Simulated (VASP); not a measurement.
# Ca in VASP: a series of runs

The runs below take Ca through single point, relaxation of cell and atoms, with PBE.

All numbers are computed with VASP 6.6.1; they aren't measurements. Logs are shortened: lines on timing, memory, paths and dates and some standing lists are left out, and cuts for length are marked.

## Step 1: The cell of the first run

The structure is hexagonal, space group P6_3/mmc (No. 194). The conventional cell has a = 3.904 Å, b = 3.904 Å, c = 6.424 Å, α = 90.00°, β = 90.00°, γ = 120.00°. Ca (site symmetry -6m2) has 12 Ca at 3.90 to 3.92 Å within 5.1 Å.

This isn't the form of Ca at room conditions, which is fcc.

## Step 2: Single point, PBE

INCAR

```
  PREC = Accurate
  ENCUT = 520
  EDIFF = 1E-7
  ISMEAR = 0
  SIGMA = 0.1
  LREAL = F
  LASPH = T
  NELM = 60
  ALGO = Fast
  ISIF = 2
  LWAVE = F
  LCHARG = F
  GGA = PE
  NBANDS = 17
```

KPOINTS

```
regular mesh
0
Gamma
  15 15 8
```

POSCAR

```
Ca
1.0
    3.9043397973      0.0000000000      0.0000000000
   -1.9521698986      3.3812574495      0.0000000000
    0.0000000000      0.0000000000      6.4239193616
Ca
2
Direct
    0.3333333333      0.6666666667      0.2500000000
    0.6666666667      0.3333333333      0.7500000000
```

Potentials or basis: VASP PAW PBE potentials, release 64 (Ca_sv).

The run is started by

```console
> cat potpaw_PBE.64/Ca_sv/POTCAR > POTCAR
> mpirun -np 1 vasp_std > vasp.out
```

OUTCAR:

```text
PREC = Accurate
   ENCUT = 520
   EDIFF = 1E-7
   ISMEAR = 0
   LREAL = F
   LASPH = T
   NELM = 60
   ISIF = 2
   GGA = PE

 ion  position               nearest neighbor table
   1  0.333  0.667  0.250-
   2  0.667  0.333  0.750-

  LATTYP: Found a hexagonal cell.
 ALAT       =     3.9043397973
 C/A-ratio  =     1.6453279415

  Lattice vectors:

 A1 = (   3.9043397973,   0.0000000000,   0.0000000000)
 A2 = (  -1.9521698986,   3.3812574495,   0.0000000000)
 A3 = (   0.0000000000,   0.0000000000,   6.4239193616)

Analysis of symmetry for initial positions (statically):
=====================================================================
 Subroutine PRICEL returns:
 Original cell was already a primitive cell.

 Routine SETGRP: Setting up the symmetry group for a
 hexagonal supercell.

 Subroutine GETGRP returns: Found 24 space group operations
 (whereof 12 operations were pure point group operations)
 out of a pool of 24 trial point group operations.

The static configuration has the point symmetry D_3d.
 The point group associated with its full space group is D_6h.

Analysis of symmetry for dynamics (positions and initial velocities):
=====================================================================
 Subroutine PRICEL returns:
 Original cell was already a primitive cell.

 Routine SETGRP: Setting up the symmetry group for a
 hexagonal supercell.

 Subroutine GETGRP returns: Found 24 space group operations
 (whereof 12 operations were pure point group operations)
 out of a pool of 24 trial point group operations.

The dynamic configuration has the point symmetry D_3d.
 The point group associated with its full space group is D_6h.

 Subroutine INISYM returns: Found 24 space group operations
 (whereof 12 operations are pure point group operations),
 and found     1 'primitive' translations

----------------------------------------------------------------------------------------

                                     Primitive cell

  volume of cell :      84.8059

  direct lattice vectors                    reciprocal lattice vectors
     3.904339797  0.000000000  0.000000000     0.256125248  0.147873981  0.000000000
    -1.952169899  3.381257450  0.000000000     0.000000000  0.295747962  0.000000000
     0.000000000  0.000000000  6.423919362     0.000000000  0.000000000  0.155668206

  length of vectors
[... 75 lines left out ...]
   ICHARG =      2    charge: 1-file 2-atom 10-const
   ISPIN  =      1    spin polarized calculation?
   LNONCOLLINEAR =      F non collinear calculations
   LSORBIT =      F    spin-orbit coupling
   LASPH  =      T    aspherical Exc in radial PAW
   ENCUT  =  520.0 eV  38.22 Ry    6.18 a.u.   7.26  7.26 11.94*2*pi/ulx,y,z
   NELM   =     60;   NELMIN=  2; NELMDL= -5     # of ELM steps
   EDIFF  = 0.1E-06   stopping-criterion for ELM
   LREAL  =      F    real-space projection
   EDIFFG = 0.1E-05   stopping-criterion for IOM
   NSW    =      0    number of steps for IOM
   IBRION =     -1    ionic relax: 0-MD 1-quasi-New 2-CG
   NFREE  =      0    steps in history (QN), initial steepest desc. (CG)
   ISIF   =      2    stress and relaxation
   ISYM   =      2    0-nonsym 1-usesym 2-fastsym
   POTIM  = 0.5000    time-step for ionic-motion
   TEBEG  =    0.0;   TEEND  =   0.0 temperature during run
   PSTRESS=    0.0 pullay stress
   NELECT =      20.0000    total number of electrons
   NUPDOWN=      -1.0000    fix difference up-down
   EMIN   =  10.00;   EMAX   =-10.00  energy-range for DOS
   EFERMI =   0.00;   METHOD = LEGACY
   ISMEAR =     0;   SIGMA  =   0.10  broadening in eV -4-tet -1-fermi 0-gaus
   EFERMI_NEDOS =   21; number of points for ismear=-14 and -15
   IALGO  =     68    algorithm
   IMIX   =      4    mixing-type and parameters
     AMIX     =   0.40;   BMIX     =  1.00
     AMIX_MAG =   1.60;   BMIX_MAG =  1.00
  volume/ion in A,a.u.               =      42.40       286.15
  Fermi-wavevector in a.u.,A,eV,Ry     =   1.011446  1.911356 13.919083  1.023024
  Thomas-Fermi vector in A             =   2.144496
   LORBIT       =      0    0 simple, 1 ext, 2 COOP (PROOUT), +10 PAW based schemes
   GGA     = PE    functional components
   LHFCALC =     F    Hartree Fock is set to
   AEXX    =    0.0000 exact exchange contribution
   IVDW    =     0    specifies the selected vdW correction
   LEPSILON=     F    determine dielectric tensor
   LRPA    =     F    only Hartree local field effects (RPA)
 non-spin polarized calculation
 RMM-DIIS sequential band-by-band and
 Gauss-broadening in eV      SIGMA  =   0.10
  energy-cutoff  :      520.00
  volume of cell :       84.81
 maximum number of plane-waves:      2301
 NGX is ok and might be reduce to    30
   NGX = 15   NGY = 15   NGZ = 23

 number of electron      19.9999992 magnetization

 Free energy of the ion-electron system (eV)
  ---------------------------------------------------
  ext. energy  EPLUGINS =         0.00000000
  ---------------------------------------------------
  free energy    TOTEN  =        -3.85810369 eV

  energy without entropy =       -3.84691928  energy(sigma->0) =       -3.85251148

 E-fermi :   2.0135     XC(G=0):  -7.7200

 val. band max:        2.0083335258   @ k =   0.2667   0.2000   0.1250
 cond. band min:       2.0187950005   @ k =   0.4000   0.0000   0.0000
 fundamental gap:      0.0104614747
 Fermi energy:         2.0135420644

 k-point     1 :       0.0000    0.0000    0.0000
  band No.  band energies     occupation
      1     -40.0749      2.00000
      2     -40.0621      2.00000
      3     -21.1207      2.00000
      4     -21.0136      2.00000
      5     -21.0136      2.00000
      6     -20.9955      2.00000
[... 457 lines left out ...]
      4     -21.0889      2.00000
      5     -21.0650      2.00000
      6     -21.0521      2.00000
[... 9 lines left out ...]
     16       5.5981      0.00000
     17       5.8823      0.00000

 [... further k-points ...]
[... 5 lines left out ...]
  --------------------------------------------------------------------------------------
  -------------------------------------------------------------------------------------
  Total       -0.0058725     -0.0058725      0.0105409     -0.0000000     -0.0000000      0.0000000
  in kB       -0.1109452     -0.1109452      0.1991426     -0.0000000     -0.0000000      0.0000000
  external PRESSURE =      -0.0075826 kB  Pullay stress =       0.0000000 kB

 VOLUME and BASIS-vectors are now :
 -----------------------------------------------------------------------------
  energy-cutoff  :      520.00
  volume of cell :       84.81
      direct lattice vectors                 reciprocal lattice vectors
     3.904339797  0.000000000  0.000000000     0.256125248  0.147873981  0.000000000
    -1.952169899  3.381257450  0.000000000     0.000000000  0.295747962  0.000000000
     0.000000000  0.000000000  6.423919362     0.000000000  0.000000000  0.155668206

 POSITION                                       TOTAL-FORCE (eV/Angst)
 -----------------------------------------------------------------------------------
     -0.00000      2.25417      1.60598         0.000000      0.000000     -0.000000
      1.95217      1.12709      4.81794        -0.000000      0.000000      0.000000
 -----------------------------------------------------------------------------------
    total drift:                               -0.000000      0.000000      0.000000

  FREE ENERGIE OF THE ION-ELECTRON SYSTEM (eV)
  ---------------------------------------------------
  free  energy   TOTEN  =        -3.8581036862 eV

  energy  without entropy=       -3.8469192761  energy(sigma->0) =       -3.85251148
```

stdout:

```text
POSCAR found type information on POSCAR Ca
 POSCAR found :  1 types and       2 ions
 scaLAPACK will be used
 LDA part: xc-table for (Slater+PW92), standard interpolation
 POSCAR, INCAR and KPOINTS ok, starting setup
 FFT: planning ... GRIDC
 FFT: planning ... GRID_SOFT
 FFT: planning ... GRID
 WAVECAR not read
 entering main loop
WARNING in EDDRMM: call to ZHEGV failed, returncode =   6  3     10
WARNING in EDDRMM: call to ZHEGV failed, returncode =   8  4      9
WARNING in EDDRMM: call to ZHEGV failed, returncode =   8  4     11
WARNING in EDDRMM: call to ZHEGV failed, returncode =   8  4     12
WARNING in EDDRMM: call to ZHEGV failed, returncode =   8  4     13
WARNING in EDDRMM: call to ZHEGV failed, returncode =   8  4      9
WARNING in EDDRMM: call to ZHEGV failed, returncode =   8  4     13
WARNING in EDDRMM: call to ZHEGV failed, returncode =   8  4     10
WARNING in EDDRMM: call to ZHEGV failed, returncode =   6  3      9
 num prob RMM:  19    -0.385810333871E+01   -0.40086E-06   -0.40596E-07  6053   0.290E-03    0.237E-03
WARNING in EDDRMM: call to ZHEGV failed, returncode =   6  3      9
 num prob  num prob  num prob WARNING in EDDRMM: call to ZHEGV failed, returncode =   6  3     12
 num prob  num prob  num prob  num prob  num prob  num prob  num prob RMM:  20    -0.385810367793E+01   -0.33922E-06   -0.13897E-07  5116   0.299E-03    0.116E-04
 num prob  num prob  num prob  num prob WARNING in EDDRMM: call to ZHEGV failed, returncode =   8  4     13
 num prob  num prob  num prob  num prob  num prob  num prob  num prob  num prob  num prob  num prob  num prob  num prob WARNING in EDDRMM: call to ZHEGV failed, returncode =   6  3     16
 num prob RMM:  21    -0.385810368624E+01   -0.83148E-08   -0.14358E-07  4453   0.185E-03
```

Wall time 8 min (1 thread of Intel Xeon 8259CL, shared host); peak memory 0.32 GiB.

What came out:

```
Free energy            : -3.8581 eV
Pressure               : 0.0 GPa
Band gap on the k mesh : zero (bands 10 and 11 overlap by 0.44 eV)
```

(Part 1 of 2 ends here.)

The gap in the log of VASP goes by the Fermi energy; the results here count the filled bands.